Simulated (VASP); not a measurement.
KMgI3, 5 atoms in the cell. The structure is cubic, space group Pm-3m (No. 221). Conventional cell: a = 5.967 Å, b = 5.967 Å, c = 5.967 Å, α = 90.00°, β = 90.00°, γ = 90.00°. Within 5.5 Å of K (site symmetry m-3m) lie 12 I at 4.22 Å and 8 Mg at 5.17 Å. Within 3.9 Å of Mg (site symmetry m-3m) lie 6 I at 2.98 Å. Within 3.9 Å of I (site symmetry 4/mmm) lie 2 Mg at 2.98 Å.  This cell differs from its parent crystal: volume changed by +6%.

| Property | Result |
| --- | --- |
| Program | VASP 6.6.1 |
| Task | single point |
| Functional | PBE |
| Potentials or basis | VASP PAW PBE potentials, release 64 (K_sv, Mg, I) |
| Cutoff | 520 eV |
| k mesh | 4 × 4 × 4 |
| Occupations | gaussian, width 0.01 eV |
| Spin | no spin polarisation |
| Dipole correction | no |
| Further INCAR settings | ALGO = Normal; EDIFF = 1e-06; NBANDS = 24 |

Potentials or basis: VASP PAW PBE potentials, release 64 (K_sv, Mg, I).

Command:

```sh
$ cat potpaw_PBE.64/K_sv/POTCAR potpaw_PBE.64/Mg/POTCAR potpaw_PBE.64/I/POTCAR > POTCAR
$ mpirun -np 1 vasp_std > vasp.out
```

Hardware: 1 thread of Intel(R) Xeon(R) 6975P-C (Granite Rapids), with other jobs on the host.

Question: How long does it take, and how much memory?

Answer: Run time: 45 s on 1 thread of Intel(R) Xeon(R) 6975P-C (Granite Rapids), on a shared host, peak memory 0.33 GiB. Counts: scf iterations 13, k points 10.
